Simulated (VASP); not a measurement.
# Pt (P6_3/mmc) in VASP: single point with PBE

Aim: the single point of Pt with PBE.

All numbers are computed with VASP 6.6.1; they aren't measurements. Logs are shortened: lines on timing, memory, paths and dates and some standing lists are left out, and cuts for length are marked.

## Step 1: The cell of the first run

The structure is hexagonal, space group P6_3/mmc (No. 194). The conventional cell has a = 2.856 Å, b = 2.856 Å, c = 9.600 Å, α = 90.00°, β = 90.00°, γ = 120.00°. Pt (site symmetry -3m) has 12 Pt at 2.86 to 2.91 Å within 3.8 Å. Within 3.8 Å of Pt (site symmetry -6m2) lie 12 Pt at 2.86 to 2.91 Å.

This isn't the form of Pt at room conditions, which is fcc.

## Step 2: Single point, PBE, collinear spin (16.95 Å³/atom)

INCAR

```
SYSTEM = Pt
PREC = Accurate
ENCUT = 520
EDIFF = 1E-7
ISMEAR = -1
SIGMA = 0.05
LREAL = .FALSE.
LASPH = .TRUE.
NELM = 150
ALGO = Normal
ISIF = 2
LWAVE = .FALSE.
LCHARG = .FALSE.
ISPIN = 2
MAGMOM = 1 1 1 1
LORBIT = 11
LMAXMIX = 4
GGA = PE
NBANDS = 32
```

KPOINTS

```
Automatic mesh
0
G
  17 17 5
  0 0 0
```

POSCAR

```
Pt
1.0
    2.8555755018      0.0000000000      0.0000000000
   -1.4277877509      2.4730009269      0.0000000000
    0.0000000000      0.0000000000      9.6000184471
Pt
4
Direct
    1.0000000000      0.0000000000      0.0000000000
    1.0000000000      0.0000000000      0.5000000000
    0.3333333333      0.6666666667      0.2500000000
    0.6666666667      0.3333333333      0.7500000000
```

Potentials or basis: VASP PAW PBE potentials, release 64 (Pt).

Run with:

```console
cat potpaw_PBE.64/Pt/POTCAR > POTCAR
mpirun -np 1 vasp_std > vasp.out
```

OUTCAR:

```text
SYSTEM = Pt
   PREC = Accurate
   ENCUT = 520
   EDIFF = 1E-7
   ISMEAR = -1
   LREAL = .FALSE.
   LASPH = .TRUE.
   NELM = 150
   ISIF = 2
   ISPIN = 2
   LORBIT = 11
   GGA = PE

 ion  position               nearest neighbor table
   1  0.000  0.000  0.000-   3 2.91   4 2.91   3 2.91   4 2.91   4 2.91   3 2.91
   2  0.000  0.000  0.500-   3 2.91   4 2.91   3 2.91   4 2.91   4 2.91   3 2.91
   3  0.333  0.667  0.250-   1 2.91   2 2.91   1 2.91   2 2.91   1 2.91   2 2.91
   4  0.667  0.333  0.750-   1 2.91   2 2.91   1 2.91   2 2.91   1 2.91   2 2.91

  LATTYP: Found a hexagonal cell.
 ALAT       =     2.8555755018
 C/A-ratio  =     3.3618506816

  Lattice vectors:

 A1 = (   2.8555755018,   0.0000000000,   0.0000000000)
 A2 = (  -1.4277877509,   2.4730009269,   0.0000000000)
 A3 = (   0.0000000000,   0.0000000000,   9.6000184471)

Analysis of symmetry for initial positions (statically):
=====================================================================
 Subroutine PRICEL returns:
 Original cell was already a primitive cell.

 Routine SETGRP: Setting up the symmetry group for a
 hexagonal supercell.

 Subroutine GETGRP returns: Found 24 space group operations
 (whereof 12 operations were pure point group operations)
 out of a pool of 24 trial point group operations.

The static configuration has the point symmetry D_3d.
 The point group associated with its full space group is D_6h.

Analysis of symmetry for dynamics (positions and initial velocities):
=====================================================================
 Subroutine PRICEL returns:
 Original cell was already a primitive cell.

 Routine SETGRP: Setting up the symmetry group for a
 hexagonal supercell.

 Subroutine GETGRP returns: Found 24 space group operations
 (whereof 12 operations were pure point group operations)
 out of a pool of 24 trial point group operations.

The dynamic configuration has the point symmetry D_3d.
 The point group associated with its full space group is D_6h.

Analysis of structural, dynamic, and magnetic symmetry:
=====================================================================
 Subroutine PRICEL returns:
 Original cell was already a primitive cell.

 Routine SETGRP: Setting up the symmetry group for a
 hexagonal supercell.

 Subroutine GETGRP returns: Found 24 space group operations
 (whereof 12 operations were pure point group operations)
 out of a pool of 24 trial point group operations.

The overall configuration has the point symmetry D_3d.
 The point group associated with its full space group is D_6h.

 Subroutine INISYM returns: Found 24 space group operations
 (whereof 12 operations are pure point group operations),
 and found     1 'primitive' translations

----------------------------------------------------------------------------------------

                                     Primitive cell

  volume of cell :      67.7938

  direct lattice vectors                    reciprocal lattice vectors
     2.855575502  0.000000000  0.000000000     0.350192106  0.202183507  0.000000000
    -1.427787751  2.473000927  0.000000000     0.000000000  0.404367014  0.000000000
     0.000000000  0.000000000  9.600018447     0.000000000  0.000000000  0.104166467

  length of vectors
     2.855575502  2.855575502  9.600018447     0.404367014  0.404367014  0.104166467

  position of ions in fractional coordinates (direct lattice)
     0.000000000  0.000000000  0.000000000
     0.000000000  0.000000000  0.500000000
     0.333333333  0.666666667  0.250000000
     0.666666667  0.333333333  0.750000000

  ion indices of the primitive-cell ions
   primitive index   ion index
                 1           1
                 2           2
                 3           3
                 4           4

----------------------------------------------------------------------------------------

 KPOINTS: Automatic mesh

Automatic generation of k-mesh.
 Grid dimensions read from file:
 generate k-points for:   17   17    5

 Generating k-lattice:

  Cartesian coordinates                     Fractional coordinates (reciprocal lattice)
     0.020599536  0.011893147  0.000000000     0.058823529 -0.000000000  0.000000000
     0.000000000  0.023786295  0.000000000     0.000000000  0.058823529  0.000000000
     0.000000000  0.000000000  0.020833293     0.000000000  0.000000000  0.200000000

  Length of vectors
     0.023786295  0.023786295  0.020833293

  Shift w.r.t. Gamma in fractional coordinates (k-lattice)
     0.000000000  0.000000000  0.000000000

 Subroutine IBZKPT returns following result:
 ===========================================

 Found     99 irreducible k-points:

 Following reciprocal coordinates:
            Coordinates               Weight
  0.000000  0.000000  0.000000      1.000000
  0.058824 -0.000000  0.000000      6.000000
  0.117647  0.000000  0.000000      6.000000
  0.176471 -0.000000  0.000000      6.000000
  0.235294  0.000000  0.000000      6.000000
  0.294118 -0.000000  0.000000      6.000000
[... 16 lines left out ...]
  0.411765  0.117647  0.000000     12.000000
  0.176471  0.176471  0.000000      6.000000
 [... further k-points ...]
   k-points           NKPTS =     99   k-points in BZ     NKDIM =     99   number of bands    NBANDS=     32
   number of dos      NEDOS =    301   number of ions     NIONS =      4
   total plane-waves  NPLWV =  41472
   dimension x,y,z NGX =    24 NGY =   24 NGZ =   72
   dimension x,y,z NGXF=    48 NGYF=   48 NGZF=  144
   ions per type =               4
   NGX,Y,Z   is equivalent  to a cutoff of  13.97, 13.97, 12.47 a.u.
   NGXF,Y,Z  is equivalent  to a cutoff of  27.94, 27.94, 24.94 a.u.
 SYSTEM =  Pt
   PREC   = accura    normal or accurate (medium, high low for compatibility)
   ISTART =      0    job   : 0-new  1-cont  2-samecut
   ICHARG =      2    charge: 1-file 2-atom 10-const
   ISPIN  =      2    spin polarized calculation?
   LNONCOLLINEAR =      F non collinear calculations
   LSORBIT =      F    spin-orbit coupling
   LASPH  =      T    aspherical Exc in radial PAW
   ENCUT  =  520.0 eV  38.22 Ry    6.18 a.u.   5.31  5.31 17.85*2*pi/ulx,y,z
   NELM   =    150;   NELMIN=  2; NELMDL= -5     # of ELM steps
   EDIFF  = 0.1E-06   stopping-criterion for ELM
   LREAL  =      F    real-space projection
   EDIFFG = 0.1E-05   stopping-criterion for IOM
   NSW    =      0    number of steps for IOM
   IBRION =     -1    ionic relax: 0-MD 1-quasi-New 2-CG
   NFREE  =      0    steps in history (QN), initial steepest desc. (CG)
   ISIF   =      2    stress and relaxation
   ISYM   =      2    0-nonsym 1-usesym 2-fastsym
   POTIM  = 0.5000    time-step for ionic-motion
   TEBEG  =    0.0;   TEEND  =   0.0 temperature during run
   PSTRESS=    0.0 pullay stress
   NELECT =      40.0000    total number of electrons
   NUPDOWN=      -1.0000    fix difference up-down
   EMIN   =  10.00;   EMAX   =-10.00  energy-range for DOS
   EFERMI =   0.00;   METHOD = LEGACY
   ISMEAR =    -1;   SIGMA  =   0.05  broadening in eV -4-tet -1-fermi 0-gaus
   EFERMI_NEDOS =   21; number of points for ismear=-14 and -15
   IALGO  =     38    algorithm
   IMIX   =      4    mixing-type and parameters
     AMIX     =   0.40;   BMIX     =  1.00
     AMIX_MAG =   1.60;   BMIX_MAG =  1.00
  volume/ion in A,a.u.               =      16.95       114.37
  Fermi-wavevector in a.u.,A,eV,Ry     =   1.373087  2.594759 25.652000  1.885369
  Thomas-Fermi vector in A             =   2.498636
   LORBIT       =     11    0 simple, 1 ext, 2 COOP (PROOUT), +10 PAW based schemes
   GGA     = PE    functional components
   LHFCALC =     F    Hartree Fock is set to
   AEXX    =    0.0000 exact exchange contribution
   IVDW    =     0    specifies the selected vdW correction
   LEPSILON=     F    determine dielectric tensor
   LRPA    =     F    only Hartree local field effects (RPA)
 spin polarized calculation
  energy-cutoff  :      520.00
  volume of cell :       67.79
 maximum number of plane-waves:      1847
 NGX is ok and might be reduce to    24
   NGX = 11   NGY = 11   NGZ = 35

 number of electron      40.0000005 magnetization       0.0393392

 number of electron      40.0000005 magnetization      -0.0000339

 Free energy of the ion-electron system (eV)
  ---------------------------------------------------
  ext. energy  EPLUGINS =         0.00000000
  ---------------------------------------------------
  free energy    TOTEN  =       -24.03857441 eV

  energy without entropy =      -23.96700184  energy(sigma->0) =      -24.00278812

 E-fermi :   9.1543     XC(G=0): -12.7960

 val. band max:        9.1532751903   @ k =   0.4118   0.1176   0.2000
 cond. band min:       9.1592091270   @ k =   0.3529   0.1176   0.2000
 fundamental gap:      0.0059339367
 Fermi energy:         9.1542835368

 spin component 1

 k-point     1 :       0.0000    0.0000    0.0000
  band No.  band energies     occupation
      1       0.1895      1.00000
      2       1.9491      1.00000
      3       1.9560      1.00000
      4       2.8789      1.00000
      5       5.6803      1.00000
      6       5.7244      1.00000
[... 24 lines left out ...]
     31      25.8267      0.00000
     32      26.2018      0.00000

 k-point     2 :       0.0588   -0.0000    0.0000
  band No.  band energies     occupation
      1       0.3034      1.00000
      2       2.0586      1.00000
      3       2.0653      1.00000
      4       2.9808      1.00000
      5       5.5724      1.00000
      6       5.6672      1.00000
[... 24 lines left out ...]
     31      25.9385      0.00000
     32      26.3083      0.00000
[... 733 lines left out ...]
     31      21.3088      0.00000
     32      21.9976      0.00000

 k-point    24 :       0.1765    0.1765    0.0000
  band No.  band energies     occupation
      1       2.7914      1.00000
      2       3.7830      1.00000
      3       3.7906      1.00000
      4       4.6143      1.00000
      5       4.8262      1.00000
      6       4.8936      1.00000
[... 24 lines left out ...]
     31      23.1699      0.00000
     32      23.2146      0.00000

 [... further k-points ...]

 spin component 2

 k-point     1 :       0.0000    0.0000    0.0000
  band No.  band energies     occupation
      1       0.1895      1.00000
      2       1.9491      1.00000
      3       1.9560      1.00000
      4       2.8789      1.00000
      5       5.6803      1.00000
      6       5.7244      1.00000
[... 24 lines left out ...]
     31      25.8267      0.00000
     32      26.2018      0.00000

 k-point     2 :       0.0588   -0.0000    0.0000
  band No.  band energies     occupation
      1       0.3034      1.00000
      2       2.0586      1.00000
      3       2.0653      1.00000
      4       2.9808      1.00000
      5       5.5724      1.00000
      6       5.6672      1.00000
[... 24 lines left out ...]
     31      25.9385      0.00000
     32      26.3083      0.00000
[... 733 lines left out ...]
     31      21.3088      0.00000
     32      21.9976      0.00000

 k-point    24 :       0.1765    0.1765    0.0000
  band No.  band energies     occupation
      1       2.7914      1.00000
      2       3.7830      1.00000
      3       3.7906      1.00000
      4       4.6143      1.00000
      5       4.8262      1.00000
      6       4.8935      1.00000
[... 24 lines left out ...]
     31      23.1699      0.00000
     32      23.2146      0.00000

 [... further k-points ...]

------------------------ aborting loop because EDIFF is reached ----------------------------------------

  FORCE on cell =-STRESS in cart. coord.  units (eV):
  Direction    XX          YY          ZZ          XY          YZ          ZX
  --------------------------------------------------------------------------------------
  -------------------------------------------------------------------------------------
  Total       -6.7312538     -6.7312538     -6.4374106     -0.0000000      0.0000000     -0.0000000
  in kB     -159.0803551   -159.0803551   -152.1359326     -0.0000000      0.0000000     -0.0000000
  external PRESSURE =    -156.7655476 kB  Pullay stress =       0.0000000 kB

 VOLUME and BASIS-vectors are now :
 -----------------------------------------------------------------------------
  energy-cutoff  :      520.00
  volume of cell :       67.79
      direct lattice vectors                 reciprocal lattice vectors
     2.855575502  0.000000000  0.000000000     0.350192106  0.202183507  0.000000000
    -1.427787751  2.473000927  0.000000000     0.000000000  0.404367014  0.000000000
     0.000000000  0.000000000  9.600018447     0.000000000  0.000000000  0.104166467

 POSITION                                       TOTAL-FORCE (eV/Angst)
 -----------------------------------------------------------------------------------
      0.00000      0.00000      0.00000         0.000000      0.000000      0.000000
      0.00000      0.00000      4.80001         0.000000      0.000000      0.000000
     -0.00000      1.64867      2.40000         0.000000     -0.000000      0.000000
      1.42779      0.82433      7.20001        -0.000000      0.000000     -0.000000
 -----------------------------------------------------------------------------------
    total drift:                               -0.000000      0.000000      0.000000

  FREE ENERGIE OF THE ION-ELECTRON SYSTEM (eV)
  ---------------------------------------------------
  free  energy   TOTEN  =       -24.0385744105 eV

  energy  without entropy=      -23.9670018380  energy(sigma->0) =      -24.00278812

 total charge

# of ion       s       p       d       tot
------------------------------------------
    1        0.580   0.475   7.976   9.031
    2        0.580   0.475   7.976   9.031
    3        0.582   0.477   7.971   9.030
    4        0.582   0.477   7.971   9.030
--------------------------------------------------
tot          2.323   1.906  31.895  36.123

 magnetization (x)

# of ion       s       p       d       tot
------------------------------------------
    1       -0.000  -0.000  -0.000  -0.000
    2       -0.000  -0.000  -0.000  -0.000
    3       -0.000  -0.000  -0.000  -0.000
    4       -0.000  -0.000  -0.000  -0.000
--------------------------------------------------
tot         -0.000  -0.000  -0.000  -0.000
```

Run time: 6.4 min. Hardware: 1 thread of Intel Xeon 6975P-C, shared host; peak memory 0.42 GiB.

Results:

```yaml
Free_energy: -24.0386 eV
Pressure: -15.7 GPa
Band_gap_on_the_k_mesh: zero (filled and empty bands overlap)
Net_moment: 0.00 μB per cell
Valence_electrons_inside_the_program's_atomic_spheres: Pt 9.03
```

Stress tensor (GPa, compression positive):
```
-15.91   0.00   0.00
  0.00 -15.91   0.00
  0.00   0.00 -15.21
```

Caveat: the cell stands under tension; spin-orbit coupling is left out, which moves the levels of the heavy elements.
